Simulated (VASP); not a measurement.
# MoS2 (P-3m1) in VASP: further runs

Runs on MoS2. Level: PBE+D3(BJ). Tasks: single point, relaxation of shape and atoms at fixed volume.

All numbers are computed with VASP 6.6.1; they aren't measurements. Logs are shortened: lines on timing, memory, paths and dates and some standing lists are left out, and cuts for length are marked.

## 1. The cell of the first run

The structure is trigonal, space group P-3m1 (No. 164). The conventional cell has a = 3.188 Å, b = 3.188 Å, c = 6.335 Å, α = 90.00°, β = 90.00°, γ = 120.00°. Mo (site symmetry -3m) has 6 S at 2.43 Å and 6 Mo at 3.19 Å within 3.2 Å. Within 3.2 Å of S (site symmetry 3m) lie 3 Mo at 2.43 Å and 6 S at 3.19 Å.

## 2. Single point, PBE+D3(BJ) (18.58 Å³/atom)

The input, INCAR:

```
SYSTEM = MoS2
PREC     = Accurate       ! precision mode
ENCUT    = 520            ! plane-wave cutoff, eV
EDIFF    = 1E-6           ! SCF threshold, eV
ISMEAR   = 0              ! smearing method
SIGMA    = 0.1            ! smearing width, eV
LREAL    = .False.        ! projectors in reciprocal space
LASPH    = .True.         ! aspherical terms in the spheres
NELM     = 100            ! most SCF steps
ALGO     = Normal         ! electronic algorithm
ISIF     = 2              ! what is computed and relaxed
LWAVE    = .False.        ! write WAVECAR
LCHARG   = .False.        ! write CHGCAR
GGA      = PE             ! functional
IVDW     = 12             ! dispersion correction
NBANDS   = 20             ! bands
```

The input, KPOINTS:

```
regular mesh
0
Gamma
  18 18 8
  0 0 0
```

The input, POSCAR:

```
MoS2
1.0
    3.1878591248      0.0000000000      0.0000000000
   -1.5939295624      2.7607669857      0.0000000000
    0.0000000000      0.0000000000      6.3348758425
Mo S
1 2
Direct
    0.0000000000      0.0000000000      0.5000000000
    0.3333333333      0.6666666667      0.2503774491
    0.6666666667      0.3333333333      0.7496225509
```

Potentials or basis: VASP PAW PBE potentials, release 64 (Mo_sv, S).

Command:

```bash
$ cat potpaw_PBE.64/Mo_sv/POTCAR potpaw_PBE.64/S/POTCAR > POTCAR
$ mpirun -np 1 vasp_std > vasp.out
```

OUTCAR:

```text
SYSTEM = MoS2
   PREC = Accurate
   ENCUT = 520
   EDIFF = 1E-6
   ISMEAR = 0
   LREAL = .False.
   LASPH = .True.
   NELM = 100
   ISIF = 2
   GGA = PE
   IVDW = 12
 IVDW          = 12

 ion  position               nearest neighbor table
   1  0.000  0.000  0.500-   2 2.43   3 2.43   2 2.43   3 2.43   3 2.43   2 2.43
   2  0.333  0.667  0.250-   1 2.43   1 2.43   1 2.43
   3  0.667  0.333  0.750-   1 2.43   1 2.43   1 2.43

  LATTYP: Found a hexagonal cell.
 ALAT       =     3.1878591248
 C/A-ratio  =     1.9871881393

  Lattice vectors:

 A1 = (   3.1878591248,   0.0000000000,   0.0000000000)
 A2 = (  -1.5939295624,   2.7607669857,   0.0000000000)
 A3 = (   0.0000000000,   0.0000000000,   6.3348758425)

Analysis of symmetry for initial positions (statically):
=====================================================================
 Subroutine PRICEL returns:
 Original cell was already a primitive cell.

 Routine SETGRP: Setting up the symmetry group for a
 hexagonal supercell.

 Subroutine GETGRP returns: Found 12 space group operations
 (whereof 12 operations were pure point group operations)
 out of a pool of 24 trial point group operations.

The static configuration has the point symmetry D_3d.

Analysis of symmetry for dynamics (positions and initial velocities):
=====================================================================
 Subroutine PRICEL returns:
 Original cell was already a primitive cell.

 Routine SETGRP: Setting up the symmetry group for a
 hexagonal supercell.

 Subroutine GETGRP returns: Found 12 space group operations
 (whereof 12 operations were pure point group operations)
 out of a pool of 24 trial point group operations.

The dynamic configuration has the point symmetry D_3d.

 Subroutine INISYM returns: Found 12 space group operations
 (whereof 12 operations are pure point group operations),
 and found     1 'primitive' translations

----------------------------------------------------------------------------------------

                                     Primitive cell

  volume of cell :      55.7528

  direct lattice vectors                    reciprocal lattice vectors
     3.187859125  0.000000000  0.000000000     0.313690148  0.181109091  0.000000000
    -1.593929562  2.760766986  0.000000000     0.000000000  0.362218183  0.000000000
     0.000000000  0.000000000  6.334875842     0.000000000  0.000000000  0.157856290

  length of vectors
     3.187859125  3.187859125  6.334875842     0.362218183  0.362218183  0.157856290

  position of ions in fractional coordinates (direct lattice)
     0.000000000  0.000000000  0.500000000
     0.333333333  0.666666667  0.250377449
     0.666666667  0.333333333  0.749622551

  ion indices of the primitive-cell ions
   primitive index   ion index
                 1           1
                 2           2
                 3           3

----------------------------------------------------------------------------------------

 KPOINTS: regular mesh

Automatic generation of k-mesh.
 Grid dimensions read from file:
 generate k-points for:   18   18    8

 Generating k-lattice:

  Cartesian coordinates                     Fractional coordinates (reciprocal lattice)
     0.017427230  0.010061616  0.000000000     0.055555556  0.000000000  0.000000000
     0.000000000  0.020123232  0.000000000     0.000000000  0.055555556  0.000000000
     0.000000000  0.000000000  0.019732036     0.000000000  0.000000000  0.125000000

  Length of vectors
     0.020123232  0.020123232  0.019732036

  Shift w.r.t. Gamma in fractional coordinates (k-lattice)
     0.000000000  0.000000000  0.000000000

 Subroutine IBZKPT returns following result:
 ===========================================

 Found    266 irreducible k-points:

 Following reciprocal coordinates:
            Coordinates               Weight
  0.000000  0.000000  0.000000      1.000000
  0.055556 -0.000000  0.000000      6.000000
  0.111111 -0.000000  0.000000      6.000000
  0.166667 -0.000000  0.000000      6.000000
  0.222222  0.000000  0.000000      6.000000
  0.277778 -0.000000  0.000000      6.000000
[... 16 lines left out ...]
  0.333333  0.111111  0.000000     12.000000
  0.388889  0.111111  0.000000     12.000000
 [... further k-points ...]
   k-points           NKPTS =    266   k-points in BZ     NKDIM =    266   number of bands    NBANDS=     20
   number of dos      NEDOS =    301   number of ions     NIONS =      3
   total plane-waves  NPLWV =  27648
   dimension x,y,z NGX =    24 NGY =   24 NGZ =   48
   dimension x,y,z NGXF=    48 NGYF=   48 NGZF=   96
   ions per type =               1   2
   NGX,Y,Z   is equivalent  to a cutoff of  12.52, 12.52, 12.60 a.u.
   NGXF,Y,Z  is equivalent  to a cutoff of  25.03, 25.03, 25.19 a.u.
 SYSTEM =  MoS2
   PREC   = accura    normal or accurate (medium, high low for compatibility)
   ISTART =      0    job   : 0-new  1-cont  2-samecut
   ICHARG =      2    charge: 1-file 2-atom 10-const
   ISPIN  =      1    spin polarized calculation?
   LNONCOLLINEAR =      F non collinear calculations
   LSORBIT =      F    spin-orbit coupling
   LASPH  =      T    aspherical Exc in radial PAW
   ENCUT  =  520.0 eV  38.22 Ry    6.18 a.u.   5.93  5.93 11.78*2*pi/ulx,y,z
   NELM   =    100;   NELMIN=  2; NELMDL= -5     # of ELM steps
   EDIFF  = 0.1E-05   stopping-criterion for ELM
   LREAL  =      F    real-space projection
   EDIFFG = 0.1E-04   stopping-criterion for IOM
   NSW    =      0    number of steps for IOM
   IBRION =     -1    ionic relax: 0-MD 1-quasi-New 2-CG
   NFREE  =      0    steps in history (QN), initial steepest desc. (CG)
   ISIF   =      2    stress and relaxation
   ISYM   =      2    0-nonsym 1-usesym 2-fastsym
   POTIM  = 0.5000    time-step for ionic-motion
   TEBEG  =    0.0;   TEEND  =   0.0 temperature during run
   PSTRESS=    0.0 pullay stress
   NELECT =      26.0000    total number of electrons
   NUPDOWN=      -1.0000    fix difference up-down
   EMIN   =  10.00;   EMAX   =-10.00  energy-range for DOS
   EFERMI =   0.00;   METHOD = LEGACY
   ISMEAR =     0;   SIGMA  =   0.10  broadening in eV -4-tet -1-fermi 0-gaus
   EFERMI_NEDOS =   21; number of points for ismear=-14 and -15
   IALGO  =     38    algorithm
   IMIX   =      4    mixing-type and parameters
     AMIX     =   0.40;   BMIX     =  1.00
     AMIX_MAG =   1.60;   BMIX_MAG =  1.00
  volume/ion in A,a.u.               =      18.58       125.41
  Fermi-wavevector in a.u.,A,eV,Ry     =   1.269532  2.399067 21.928663  1.611711
  Thomas-Fermi vector in A             =   2.402568
   LORBIT       =      0    0 simple, 1 ext, 2 COOP (PROOUT), +10 PAW based schemes
   GGA     = PE    functional components
   LHFCALC =     F    Hartree Fock is set to
   AEXX    =    0.0000 exact exchange contribution
   IVDW    =    12    specifies the selected vdW correction
   LEPSILON=     F    determine dielectric tensor
   LRPA    =     F    only Hartree local field effects (RPA)
 non-spin polarized calculation
 Gauss-broadening in eV      SIGMA  =   0.10
  energy-cutoff  :      520.00
  volume of cell :       55.75
 maximum number of plane-waves:      1524
   NGX = 11   NGY = 11   NGZ = 23

 number of electron      26.0000001 magnetization

 Free energy of the ion-electron system (eV)
  ---------------------------------------------------
  ext. energy  EPLUGINS =         0.00000000
  ---------------------------------------------------
  free energy    TOTEN  =       -21.01064552 eV

  energy without entropy =      -21.00357186  energy(sigma->0) =      -21.00710869

 E-fermi :   7.2082     XC(G=0): -10.5850

 val. band max:        7.2062852806   @ k =   0.0000   0.0556   0.2500
 cond. band min:       7.2081830992   @ k =  -0.2778  -0.3889   0.3750
 fundamental gap:      0.0018978186
 Fermi energy:         7.2081506256

 k-point     1 :       0.0000    0.0000    0.0000
  band No.  band energies     occupation
      1     -54.5911      2.00000
      2     -28.6406      2.00000
      3     -28.5662      2.00000
      4     -28.5662      2.00000
      5      -7.7181      2.00000
      6      -6.3158      2.00000
[... 12 lines left out ...]
     19      13.5033      0.00000
     20      16.8884      0.00000

 k-point     2 :       0.0556   -0.0000    0.0000
  band No.  band energies     occupation
      1     -54.5900      2.00000
      2     -28.6384      2.00000
      3     -28.5773      2.00000
      4     -28.5687      2.00000
      5      -7.6698      2.00000
      6      -6.3027      2.00000
[... 12 lines left out ...]
     19      13.7024      0.00000
     20      16.6749      0.00000

 k-point     3 :       0.1111   -0.0000    0.0000
  band No.  band energies     occupation
      1     -54.5869      2.00000
      2     -28.6322      2.00000
      3     -28.6092      2.00000
      4     -28.5760      2.00000
      5      -7.5280      2.00000
      6      -6.2643      2.00000
[... 12 lines left out ...]
     19      14.3193      0.00000
     20      16.3834      0.00000

 k-point     4 :       0.1667   -0.0000    0.0000
  band No.  band energies     occupation
      1     -54.5820      2.00000
      2     -28.6580      2.00000
      3     -28.6225      2.00000
      4     -28.5873      2.00000
      5      -7.3017      2.00000
      6      -6.2035      2.00000
[... 12 lines left out ...]
     19      14.9125      0.00000
     20      16.2503      0.00000

 k-point     5 :       0.2222    0.0000    0.0000
  band No.  band energies     occupation
      1     -54.5761      2.00000
      2     -28.7172      2.00000
      3     -28.6107      2.00000
      4     -28.6010      2.00000
      5      -7.0079      2.00000
      6      -6.1235      2.00000
[... 12 lines left out ...]
     19      14.9912      0.00000
     20      15.9210      0.00000
[... 353 lines left out ...]
      6      -6.0003      2.00000
[... 12 lines left out ...]
     19      15.1622      0.00000
     20      15.5449      0.00000

 k-point    22 :       0.2778    0.1111    0.0000
  band No.  band energies     occupation
      1     -54.5622      2.00000
      2     -28.8360      2.00000
      3     -28.6505      2.00000
      4     -28.5830      2.00000
      5      -6.2542      2.00000
      6      -5.8752      2.00000
[... 12 lines left out ...]
     19      14.8810      0.00000
     20      15.1665      0.00000

 k-point    23 :       0.3333    0.1111    0.0000
  band No.  band energies     occupation
      1     -54.5576      2.00000
      2     -28.8765      2.00000
      3     -28.6646      2.00000
      4     -28.5740      2.00000
      5      -6.0570      2.00000
      6      -5.6801      2.00000
[... 12 lines left out ...]
     19      14.3238      0.00000
     20      15.2292      0.00000

 k-point    24 :       0.3889    0.1111    0.0000
  band No.  band energies     occupation
      1     -54.5546      2.00000
      2     -28.9028      2.00000
      3     -28.6738      2.00000
      4     -28.5681      2.00000
      5      -5.9733      2.00000
      6      -5.4805      2.00000
[... 12 lines left out ...]
     19      14.1247      0.00000
     20      15.3957      0.00000

 [... further k-points ...]

------------------------ aborting loop because EDIFF is reached ----------------------------------------

 Edisp (eV)   -1.22279

 E8    (eV) :    -0.4942

  FORCE on cell =-STRESS in cart. coord.  units (eV):
  Direction    XX          YY          ZZ          XY          YZ          ZX
  --------------------------------------------------------------------------------------
  -------------------------------------------------------------------------------------
  Total      -0.92344    -0.92344    -0.90527     0.00000    -0.00000     0.00000
  in kB     -26.53703   -26.53703   -26.01478     0.00000    -0.00000     0.00000
  external pressure =      -26.36 kB  Pullay stress =        0.00 kB

 VOLUME and BASIS-vectors are now :
 -----------------------------------------------------------------------------
  energy-cutoff  :      520.00
  volume of cell :       55.75
      direct lattice vectors                 reciprocal lattice vectors
     3.187859125  0.000000000  0.000000000     0.313690148  0.181109091  0.000000000
    -1.593929562  2.760766986  0.000000000     0.000000000  0.362218183  0.000000000
     0.000000000  0.000000000  6.334875842     0.000000000  0.000000000  0.157856290

 POSITION                                       TOTAL-FORCE (eV/Angst)
 -----------------------------------------------------------------------------------
      0.00000      0.00000      3.16744        -0.000000      0.000000      0.000000
     -0.00000      1.84051      1.58611         0.000000      0.000000      0.011097
      1.59393      0.92026      4.74877         0.000000     -0.000000     -0.011097
 -----------------------------------------------------------------------------------
    total drift:                                0.000000     -0.000000      0.000000

  FREE ENERGIE OF THE ION-ELECTRON SYSTEM (eV)
  ---------------------------------------------------
  free  energy   TOTEN  =       -22.2334378619 eV

  energy  without entropy=      -22.2263641947  energy(sigma->0) =      -22.22990103
```

Run time: 74 s. Hardware: 1 thread of Intel Xeon 6975P-C (Granite Rapids), shared host; peak memory 0.38 GiB.

Results:

| Property | Result |
| --- | --- |
| Free energy | -22.2334 eV |
| Pressure | -2.6 GPa |
| Largest force | 0.011 eV/Å |
| Band gap on the k mesh | zero (bands 13 and 14 overlap by 1.01 eV) |
| Dispersion energy per atom | -0.408 eV |

Forces on the atoms (eV/Å):
```
Mo   0.000  0.000  0.000
S    0.000  0.000  0.011
S    0.000  0.000 -0.011
```

Levels at points of the mesh, in eV from the Fermi level:
| k point | band 9 | band 10 | band 11 | band 12 | band 13 | band 14 | band 15 | band 16 | band 17 | band 18 |
| --- | --- | --- | --- | --- | --- | --- | --- | --- | --- | --- |
| (0.00, 0.00, 0.00) | -3.85 | -1.95 | -1.33 | -0.90 | -0.90 | -0.20 | -0.20 | 3.11 | 3.11 | 6.23 |
| (0.50, 0.00, 0.00) | -4.85 | -4.00 | -3.26 | -1.89 | -1.69 | 1.08 | 1.75 | 3.54 | 3.78 | 5.55 |
| (0.00, 0.00, 0.50) | -3.84 | -3.79 | -0.91 | -0.91 | -0.28 | -0.27 | -0.27 | 3.27 | 3.27 | 6.19 |
| (0.50, 0.00, 0.50) | -4.88 | -4.06 | -2.44 | -2.29 | -1.52 | 1.08 | 1.81 | 3.20 | 4.47 | 4.74 |

## 3. Single point, PBE+D3(BJ)

This run uses another cell than the first one, of 18.98 Å³/atom.

The input, INCAR:

```
PREC     = Accurate       # precision mode
ENCUT    = 520            # plane-wave cutoff, eV
EDIFF    = 1E-7           # SCF threshold, eV
ISMEAR   = 0              # smearing method
SIGMA    = 0.1            # smearing width, eV
LREAL    = False          # projectors in reciprocal space
LASPH    = True           # aspherical terms in the spheres
NELM     = 60             # most SCF steps
ALGO     = Normal         # electronic algorithm
ISIF     = 2              # what is computed and relaxed
LWAVE    = False          # write WAVECAR
LCHARG   = False          # write CHGCAR
GGA      = PE             # functional
IVDW     = 12             # dispersion correction
NBANDS   = 20             # bands
```

The input, KPOINTS:

```
regular mesh
0
Gamma
  18 18 8
```

The input, POSCAR:

```
MoS2
1.0
    3.2274645616      0.0000000000      0.0000000000
   -1.6137322808      2.7950663001      0.0000000000
    0.0000000000      0.0000000000      6.3124734200
Mo S
1 2
Direct
    0.0000000000      0.0000000000      0.5000000000
    0.3333333300      0.6666666700      0.2553193200
    0.6666666700      0.3333333300      0.7446806800
```

Potentials or basis: VASP PAW PBE potentials, release 64 (Mo_sv, S).

Command:

```bash
$ cat potpaw_PBE.64/Mo_sv/POTCAR potpaw_PBE.64/S/POTCAR > POTCAR
$ mpirun -np 1 vasp_std > vasp.out
```

Wall time 95 s (1 thread of Intel Xeon 6975P-C (Granite Rapids), shared host); peak memory 0.39 GiB.

It converged, with:

```
Free energy                : -22.2032 eV
Pressure                   : -2.3 GPa
Largest force              : 0.245 eV/Å
Band gap on the k mesh     : zero (bands 13 and 14 overlap by 1.02 eV)
Dispersion energy per atom : -0.399 eV
```

Forces in eV/Å, atoms in the order of the input:
```
Mo   0.000  0.000  0.000
S    0.000  0.000 -0.245
S    0.000  0.000  0.245
```

Stress tensor (GPa, compression positive):
```
-3.21  0.00  0.00
 0.00 -3.21  0.00
 0.00  0.00 -0.59
```

Levels at points of the mesh, in eV from the Fermi level:
| k point | band 9 | band 10 | band 11 | band 12 | band 13 | band 14 | band 15 | band 16 | band 17 | band 18 |
| --- | --- | --- | --- | --- | --- | --- | --- | --- | --- | --- |
| (0.00, 0.00, 0.00) | -4.06 | -1.88 | -1.09 | -0.98 | -0.98 | -0.36 | -0.36 | 3.16 | 3.16 | 6.05 |
| (0.50, 0.00, 0.00) | -4.79 | -4.13 | -3.23 | -1.80 | -1.76 | 0.90 | 1.68 | 3.59 | 3.79 | 5.59 |
| (0.00, 0.00, 0.50) | -4.05 | -3.61 | -0.99 | -0.99 | -0.43 | -0.43 | -0.11 | 3.31 | 3.31 | 6.01 |
| (0.50, 0.00, 0.50) | -4.79 | -4.18 | -2.45 | -2.13 | -1.65 | 0.90 | 1.69 | 3.27 | 4.57 | 4.76 |

(Continued in part 2 of 2.)
